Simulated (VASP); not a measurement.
# Mn (P6_3/mmc) in VASP: further runs

The runs below take Mn through single point, with BLYP.

Everything below comes from runs of VASP 6.6.1. Logs are shortened: lines on timing, memory, paths and dates and some standing lists are left out, and cuts for length are marked.

## (1) The cell of the first run

Symmetry: P6_3/mmc, No. 194, hexagonal system. The conventional cell has a = 2.520 Å, b = 2.520 Å, c = 8.152 Å, α = 90.00°, β = 90.00°, γ = 120.00°. Within 3.3 Å of Mn (site symmetry -3m) lie 12 Mn at 2.50 to 2.52 Å. Within 3.3 Å of Mn (site symmetry -6m2) lie 12 Mn at 2.50 to 2.52 Å.

This isn't the form of Mn at room conditions, which is a 58-atom cubic cell.

## (2) Single point, BLYP, collinear spin, ferromagnetic start

Contents of INCAR:

```
  AGGAC = 1.0
  AGGAX = 1.0
  ALDAC = 0.0
  ALDAX = 1.0
  ALGO = Normal
  EDIFF = 1E-6
  ENCUT = 520
  GGA = B5
  ISIF = 2
  ISMEAR = -1
  ISPIN = 2
  LASPH = True
  LCHARG = False
  LMAXMIX = 4
  LORBIT = 11
  LREAL = False
  LWAVE = False
  MAGMOM = 3 3 3 3
  NBANDS = 38
  NELM = 150
  PREC = Accurate
  SIGMA = 0.05
```

Contents of KPOINTS:

```
k-points
0
Gamma
  14 14 4
```

Contents of POSCAR:

```
Mn
1.0
    2.5197044005      0.0000000000      0.0000000000
   -1.2598522002      2.1821280209      0.0000000000
    0.0000000000      0.0000000000      8.1516032869
Mn
4
Direct
    1.0000000000      0.0000000000      0.0000000000
    1.0000000000      0.0000000000      0.5000000000
    0.3333333333      0.6666666667      0.2500000000
    0.6666666667      0.3333333333      0.7500000000
```

Potentials or basis: VASP PAW PBE potentials, release 64 (Mn_pv).

Command:

```bash
$ cat potpaw_PBE.64/Mn_pv/POTCAR > POTCAR
$ mpirun -np 1 vasp_std > vasp.out
```

OUTCAR:

```text
EDIFF = 1E-6
   ENCUT = 520
   GGA = B5
   ISIF = 2
   ISMEAR = -1
   ISPIN = 2
   LASPH = True
   LORBIT = 11
   LREAL = False
   NELM = 150
   PREC = Accurate

 ion  position               nearest neighbor table
   1  0.000  0.000  0.000-   3 2.50   4 2.50   4 2.50   3 2.50   4 2.50   3 2.50
   2  0.000  0.000  0.500-   3 2.50   4 2.50   4 2.50   3 2.50   4 2.50   3 2.50
   3  0.333  0.667  0.250-   1 2.50   2 2.50   1 2.50   2 2.50   1 2.50   2 2.50
   4  0.667  0.333  0.750-   1 2.50   2 2.50   1 2.50   2 2.50   1 2.50   2 2.50

  LATTYP: Found a hexagonal cell.
 ALAT       =     2.5197044005
 C/A-ratio  =     3.2351426958

  Lattice vectors:

 A1 = (   2.5197044005,   0.0000000000,   0.0000000000)
 A2 = (  -1.2598522002,   2.1821280209,   0.0000000000)
 A3 = (   0.0000000000,   0.0000000000,   8.1516032869)

Analysis of symmetry for initial positions (statically):
=====================================================================
 Subroutine PRICEL returns:
 Original cell was already a primitive cell.

 Routine SETGRP: Setting up the symmetry group for a
 hexagonal supercell.

 Subroutine GETGRP returns: Found 24 space group operations
 (whereof 12 operations were pure point group operations)
 out of a pool of 24 trial point group operations.

The static configuration has the point symmetry D_3d.
 The point group associated with its full space group is D_6h.

Analysis of symmetry for dynamics (positions and initial velocities):
=====================================================================
 Subroutine PRICEL returns:
 Original cell was already a primitive cell.

 Routine SETGRP: Setting up the symmetry group for a
 hexagonal supercell.

 Subroutine GETGRP returns: Found 24 space group operations
 (whereof 12 operations were pure point group operations)
 out of a pool of 24 trial point group operations.

The dynamic configuration has the point symmetry D_3d.
 The point group associated with its full space group is D_6h.

Analysis of structural, dynamic, and magnetic symmetry:
=====================================================================
 Subroutine PRICEL returns:
 Original cell was already a primitive cell.

 Routine SETGRP: Setting up the symmetry group for a
 hexagonal supercell.

 Subroutine GETGRP returns: Found 24 space group operations
 (whereof 12 operations were pure point group operations)
 out of a pool of 24 trial point group operations.

The overall configuration has the point symmetry D_3d.
 The point group associated with its full space group is D_6h.

 Subroutine INISYM returns: Found 24 space group operations
 (whereof 12 operations are pure point group operations),
 and found     1 'primitive' translations

----------------------------------------------------------------------------------------

                                     Primitive cell

  volume of cell :      44.8201

  direct lattice vectors                    reciprocal lattice vectors
     2.519704401  0.000000000  0.000000000     0.396871950  0.229134127  0.000000000
    -1.259852200  2.182128021  0.000000000     0.000000000  0.458268255  0.000000000
     0.000000000  0.000000000  8.151603287     0.000000000  0.000000000  0.122675254

  length of vectors
     2.519704401  2.519704401  8.151603287     0.458268255  0.458268255  0.122675254

  position of ions in fractional coordinates (direct lattice)
     0.000000000  0.000000000  0.000000000
     0.000000000  0.000000000  0.500000000
     0.333333333  0.666666667  0.250000000
     0.666666667  0.333333333  0.750000000

  ion indices of the primitive-cell ions
   primitive index   ion index
                 1           1
                 2           2
                 3           3
                 4           4

----------------------------------------------------------------------------------------

 KPOINTS: k-points

Automatic generation of k-mesh.
 Grid dimensions read from file:
 generate k-points for:   14   14    4

 Generating k-lattice:

  Cartesian coordinates                     Fractional coordinates (reciprocal lattice)
     0.028347996  0.016366723  0.000000000     0.071428571  0.000000000  0.000000000
     0.000000000  0.032733447  0.000000000     0.000000000  0.071428571  0.000000000
     0.000000000  0.000000000  0.030668813     0.000000000  0.000000000  0.250000000

  Length of vectors
     0.032733447  0.032733447  0.030668813

  Shift w.r.t. Gamma in fractional coordinates (k-lattice)
     0.000000000  0.000000000  0.000000000

 Subroutine IBZKPT returns following result:
 ===========================================

 Found     72 irreducible k-points:

 Following reciprocal coordinates:
            Coordinates               Weight
  0.000000  0.000000  0.000000      1.000000
  0.071429  0.000000  0.000000      6.000000
  0.142857 -0.000000  0.000000      6.000000
  0.214286  0.000000  0.000000      6.000000
  0.285714  0.000000  0.000000      6.000000
  0.357143  0.000000  0.000000      6.000000
[... 16 lines left out ...]
  0.285714  0.285714  0.000000      6.000000
  0.357143  0.285714  0.000000      6.000000
 [... further k-points ...]
   k-points           NKPTS =     72   k-points in BZ     NKDIM =     72   number of bands    NBANDS=     38
   number of dos      NEDOS =    301   number of ions     NIONS =      4
   total plane-waves  NPLWV =  25600
   dimension x,y,z NGX =    20 NGY =   20 NGZ =   64
   dimension x,y,z NGXF=    40 NGYF=   40 NGZF=  128
   ions per type =               4
   NGX,Y,Z   is equivalent  to a cutoff of  13.20, 13.20, 13.05 a.u.
   NGXF,Y,Z  is equivalent  to a cutoff of  26.39, 26.39, 26.10 a.u.
 SYSTEM =  unknown system
   PREC   = accura    normal or accurate (medium, high low for compatibility)
   ISTART =      0    job   : 0-new  1-cont  2-samecut
   ICHARG =      2    charge: 1-file 2-atom 10-const
   ISPIN  =      2    spin polarized calculation?
   LNONCOLLINEAR =      F non collinear calculations
   LSORBIT =      F    spin-orbit coupling
   LASPH  =      T    aspherical Exc in radial PAW
   ENCUT  =  520.0 eV  38.22 Ry    6.18 a.u.   4.68  4.68 15.16*2*pi/ulx,y,z
   NELM   =    150;   NELMIN=  2; NELMDL= -5     # of ELM steps
   EDIFF  = 0.1E-05   stopping-criterion for ELM
   LREAL  =      F    real-space projection
   EDIFFG = 0.1E-04   stopping-criterion for IOM
   NSW    =      0    number of steps for IOM
   IBRION =     -1    ionic relax: 0-MD 1-quasi-New 2-CG
   NFREE  =      0    steps in history (QN), initial steepest desc. (CG)
   ISIF   =      2    stress and relaxation
   ISYM   =      2    0-nonsym 1-usesym 2-fastsym
   POTIM  = 0.5000    time-step for ionic-motion
   TEBEG  =    0.0;   TEEND  =   0.0 temperature during run
   PSTRESS=    0.0 pullay stress
   NELECT =      52.0000    total number of electrons
   NUPDOWN=      -1.0000    fix difference up-down
   EMIN   =  10.00;   EMAX   =-10.00  energy-range for DOS
   EFERMI =   0.00;   METHOD = LEGACY
   ISMEAR =    -1;   SIGMA  =   0.05  broadening in eV -4-tet -1-fermi 0-gaus
   EFERMI_NEDOS =   21; number of points for ismear=-14 and -15
   IALGO  =     38    algorithm
   IMIX   =      4    mixing-type and parameters
     AMIX     =   0.40;   BMIX     =  1.00
     AMIX_MAG =   1.60;   BMIX_MAG =  1.00
  volume/ion in A,a.u.               =      11.21        75.62
  Fermi-wavevector in a.u.,A,eV,Ry     =   1.720224  3.250752 40.261959  2.959170
  Thomas-Fermi vector in A             =   2.796703
   LORBIT       =     11    0 simple, 1 ext, 2 COOP (PROOUT), +10 PAW based schemes
   GGA     = B5    functional components
   LHFCALC =     F    Hartree Fock is set to
   AEXX    =    0.0000 exact exchange contribution
   IVDW    =     0    specifies the selected vdW correction
   LEPSILON=     F    determine dielectric tensor
   LRPA    =     F    only Hartree local field effects (RPA)
 spin polarized calculation
  energy-cutoff  :      520.00
  volume of cell :       44.82
 maximum number of plane-waves:      1224
 NGX is ok and might be reduce to    20
   NGX =  9   NGY =  9   NGZ = 31

 number of electron      52.0000009 magnetization       0.0006248

 number of electron      52.0000009 magnetization      -0.0002330

 Free energy of the ion-electron system (eV)
  ---------------------------------------------------
  ext. energy  EPLUGINS =         0.00000000
  ---------------------------------------------------
  free energy    TOTEN  =       -31.12322442 eV

  energy without entropy =      -31.07734411  energy(sigma->0) =      -31.10028426

 E-fermi :  10.3262     XC(G=0): -13.1866

 val. band max:       10.3231272011   @ k =   0.2857   0.0000   0.0000
 cond. band min:      10.3271093613   @ k =   0.2857   0.0714   0.0000
 fundamental gap:      0.0039821602
 Fermi energy:        10.3262399267

 spin component 1

 k-point     1 :       0.0000    0.0000    0.0000
  band No.  band energies     occupation
      1     -37.7924      1.00000
      2     -37.4926      1.00000
      3     -37.4137      1.00000
      4     -37.1959      1.00000
      5     -37.1959      1.00000
      6     -37.1535      1.00000
[... 30 lines left out ...]
     37      19.1590      0.00000
     38      26.6441      0.00000
[... 941 lines left out ...]
     37      18.5264      0.00000
     38      19.4142      0.00000

 [... further k-points ...]

 spin component 2

 k-point     1 :       0.0000    0.0000    0.0000
  band No.  band energies     occupation
      1     -37.7925      1.00000
      2     -37.4923      1.00000
      3     -37.4141      1.00000
      4     -37.1960      1.00000
      5     -37.1960      1.00000
      6     -37.1539      1.00000
[... 30 lines left out ...]
     37      19.1590      0.00000
     38      26.6441      0.00000
[... 941 lines left out ...]
     37      18.5264      0.00000
     38      19.4141      0.00000

 [... further k-points ...]

------------------------ aborting loop because EDIFF is reached ----------------------------------------

  FORCE on cell =-STRESS in cart. coord.  units (eV):
  Direction    XX          YY          ZZ          XY          YZ          ZX
  --------------------------------------------------------------------------------------
  -------------------------------------------------------------------------------------
  Total       -0.5019585     -0.5019585     -0.9002787     -0.0000000     -0.0000000      0.0000000
  in kB      -17.9434313    -17.9434313    -32.1821252     -0.0000000     -0.0000000      0.0000000
  external PRESSURE =     -22.6896626 kB  Pullay stress =       0.0000000 kB

 VOLUME and BASIS-vectors are now :
 -----------------------------------------------------------------------------
  energy-cutoff  :      520.00
  volume of cell :       44.82
      direct lattice vectors                 reciprocal lattice vectors
     2.519704401  0.000000000  0.000000000     0.396871950  0.229134127  0.000000000
    -1.259852200  2.182128021  0.000000000     0.000000000  0.458268255  0.000000000
     0.000000000  0.000000000  8.151603287     0.000000000  0.000000000  0.122675254

 POSITION                                       TOTAL-FORCE (eV/Angst)
 -----------------------------------------------------------------------------------
      0.00000      0.00000      0.00000        -0.000000     -0.000000     -0.000000
      0.00000      0.00000      4.07580        -0.000000     -0.000000     -0.000000
     -0.00000      1.45475      2.03790        -0.000000      0.000000      0.000000
      1.25985      0.72738      6.11370         0.000000     -0.000000     -0.000000
 -----------------------------------------------------------------------------------
    total drift:                                0.000000     -0.000000      0.000000

  FREE ENERGIE OF THE ION-ELECTRON SYSTEM (eV)
  ---------------------------------------------------
  free  energy   TOTEN  =       -31.1232244166 eV

  energy  without entropy=      -31.0773441052  energy(sigma->0) =      -31.10028426

 total charge

# of ion       s       p       d       tot
------------------------------------------
    1        0.409   6.364   5.183  11.956
    2        0.409   6.364   5.183  11.956
    3        0.409   6.365   5.171  11.946
    4        0.409   6.365   5.171  11.946
--------------------------------------------------
tot          1.636  25.459  20.708  47.803

 magnetization (x)

# of ion       s       p       d       tot
------------------------------------------
    1        0.000   0.000  -0.000  -0.000
    2        0.000   0.000  -0.000  -0.000
    3       -0.000  -0.000   0.000   0.000
    4       -0.000  -0.000   0.000   0.000
--------------------------------------------------
tot         -0.000   0.000  -0.000  -0.000
```

Run time: 11 min. Hardware: 1 thread of Intel Xeon Platinum 8175M at 2.50GHz (Skylake/Cascade Lake), shared host; peak memory 0.29 GiB.

What came out:

```yaml
Free_energy: -31.1232 eV
Pressure: -2.3 GPa
Band_gap_on_the_k_mesh: zero (filled and empty bands overlap)
Net_moment: 0.00 μB per cell
Valence_electrons_inside_the_program's_atomic_spheres: Mn 11.96, 11.95 (each value once)
```

Caveat: the PAW data sets were made with another functional, which shifts forces and pressure a little.

## (3) Single point, BLYP, collinear spin, ferrimagnetic start (10.31 Å³/atom)

This run uses another cell than the first one, of 10.31 Å³/atom.

Contents of INCAR:

```
SYSTEM = Mn
AGGAC    = 1.0          
AGGAX    = 1.0          
ALDAC    = 0.0          
ALDAX    = 1.0          
ALGO     = Normal         ! electronic algorithm
EDIFF    = 1E-6           ! SCF threshold, eV
ENCUT    = 520            ! plane-wave cutoff, eV
GGA      = B5             ! functional
ISIF     = 2              ! what is computed and relaxed
ISMEAR   = -1             ! smearing method
ISPIN    = 2              ! spin polarisation
LASPH    = .True.         ! aspherical terms in the spheres
LCHARG   = .True.         ! write CHGCAR
LELF     = .True.         ! ELF
LMAXMIX  = 4              ! l up to which the mixer works
LORBIT   = 11             ! projections on sites
LREAL    = .False.        ! projectors in reciprocal space
LVHAR    = .True.       
LWAVE    = .False.        ! write WAVECAR
MAGMOM   = 0.753 0.753 -0.671 -0.671 ! initial moments
NBANDS   = 38             ! bands
NELM     = 150            ! most SCF steps
PREC     = Accurate       ! precision mode
SIGMA    = 0.05           ! smearing width, eV
```

Contents of KPOINTS:

```
k-points
0
Gamma
  16 16 5
  0 0 0
```

Contents of POSCAR:

```
Mn
1.0
    2.4506339736      0.0000000000      0.0000000000
   -1.2253169868      2.1223112765      0.0000000000
    0.0000000000      0.0000000000      7.9281422598
Mn
4
Direct
    1.0000000000      1.0000000000      1.0000000000
    1.0000000000      1.0000000000      0.5000000000
    0.3333333333      0.6666666667      0.2500000000
    0.6666666667      0.3333333333      0.7500000000
```

Potentials or basis: VASP PAW PBE potentials, release 64 (Mn_pv).

Command:

```bash
$ cat potpaw_PBE.64/Mn_pv/POTCAR > POTCAR
$ mpirun -np 1 vasp_std > vasp.out
```

Wall time 7.3 min (1 thread of Intel Xeon 8259CL, shared host); peak memory 0.3 GiB.

It converged, with:

```
Free energy                                           : -30.9225 eV
Pressure                                              : 22.1 GPa
Band gap on the k mesh                                : zero (filled and empty bands overlap)
Net moment                                            : 0.00 μB per cell
Valence electrons inside the program's atomic spheres : Mn 12.12, 12.11 (each value once)
```

Stress tensor (GPa, compression positive):
```
22.54  0.00  0.00
 0.00 22.54  0.00
 0.00  0.00 21.11
```

Levels at points of the mesh, in eV from the Fermi level:
Spin up:
```tsv
k point	band 24	band 25	band 26	band 27	band 28	band 29
(0.00, 0.00, 0.00)	-0.84	-0.84	-0.77	-0.77	0.24	0.24
(0.50, 0.00, 0.00)	0.10	0.11	1.65	1.84	1.84	1.93
```
Spin down:
```
           k point  band 22  band 23  band 24  band 25  band 26  band 27  band 28  band 29  band 30  band 31
(0.00, 0.00, 0.00)    -1.26    -1.12    -0.84    -0.84    -0.77    -0.77     0.24     0.24     0.72     0.72
(0.50, 0.00, 0.00)    -1.33    -0.58     0.10     0.11     1.65     1.84     1.84     1.93     1.95     2.07
```

Caveat: the cell stands under pressure; the PAW data sets were made with another functional, which shifts forces and pressure a little.

## (4) Single point, BLYP, collinear spin, ferrimagnetic start (10.76 Å³/atom)

This run uses another cell than the first one, of 10.76 Å³/atom.

Contents of INCAR:

```
PREC     = Accurate       # precision mode
ENCUT    = 520            # plane-wave cutoff, eV
EDIFF    = 1E-7           # SCF threshold, eV
ISMEAR   = -1             # smearing method
SIGMA    = 0.05           # smearing width, eV
LREAL    = F              # projectors in reciprocal space
LASPH    = T              # aspherical terms in the spheres
NELM     = 150            # most SCF steps
ALGO     = Normal         # electronic algorithm
ISIF     = 2              # what is computed and relaxed
LWAVE    = F              # write WAVECAR
LCHARG   = T              # write CHGCAR
ISPIN    = 2              # spin polarisation
MAGMOM   = 0.753 0.753 -0.671 -0.671 # initial moments
LORBIT   = 11             # projections on sites
LMAXMIX  = 4              # l up to which the mixer works
GGA      = B5             # functional
ALDAX    = 1.0          
AGGAX    = 1.0          
AGGAC    = 1.0          
ALDAC    = 0.0          
LELF     = T              # ELF
LVHAR    = T            
NBANDS   = 38             # bands
```

Contents of KPOINTS:

```
regular mesh
0
Gamma
  16 16 5
```

Contents of POSCAR:

```
Mn
1.0
    2.4856477609      0.0000000000      0.0000000000
   -1.2428238804      2.1526341058      0.0000000000
    0.0000000000      0.0000000000      8.0414167390
Mn
4
Direct
    1.0000000000      1.0000000000      1.0000000000
    1.0000000000      1.0000000000      0.5000000000
    0.3333333333      0.6666666667      0.2500000000
    0.6666666667      0.3333333333      0.7500000000
```

Command:

```bash
$ cat potpaw_PBE.64/Mn_pv/POTCAR > POTCAR
$ mpirun -np 1 vasp_std > vasp.out
```

Wall time 7.2 min (1 thread of Intel Xeon 8259CL, shared host); peak memory 0.31 GiB.

It converged, with:

```
Free energy                                           : -31.0922 eV
Pressure                                              : 8.9 GPa
Net moment                                            : 0.08 μB per cell
Site moments                                          : Mn +0.29, -0.25 (each value once) μB
Valence electrons inside the program's atomic spheres : Mn 12.03, 12.02 (each value once)
```

Stress tensor (GPa, compression positive):
```
9.34 0.00 0.00
0.00 9.34 0.00
0.00 0.00 8.04
```

Levels at points of the mesh, in eV from the Fermi level:
Spin up:
```
           k point  band 24  band 25  band 26  band 27  band 28  band 29
(0.00, 0.00, 0.00)    -0.78    -0.78    -0.69    -0.69     0.13     0.13
(0.50, 0.00, 0.00)    -0.05     0.25     1.58     1.63     1.66     1.78
```
Spin down:
```tsv
k point	band 23	band 24	band 25	band 26	band 27	band 28	band 29	band 30
(0.00, 0.00, 0.00)	-1.04	-0.87	-0.87	-0.64	-0.64	0.32	0.32	0.54
(0.50, 0.00, 0.00)	-0.52	-0.03	0.28	1.54	1.72	1.74	1.83	1.86
```

Caveat: the cell stands under pressure; the PAW data sets were made with another functional, which shifts forces and pressure a little.

(Continued in part 2 of 2.)
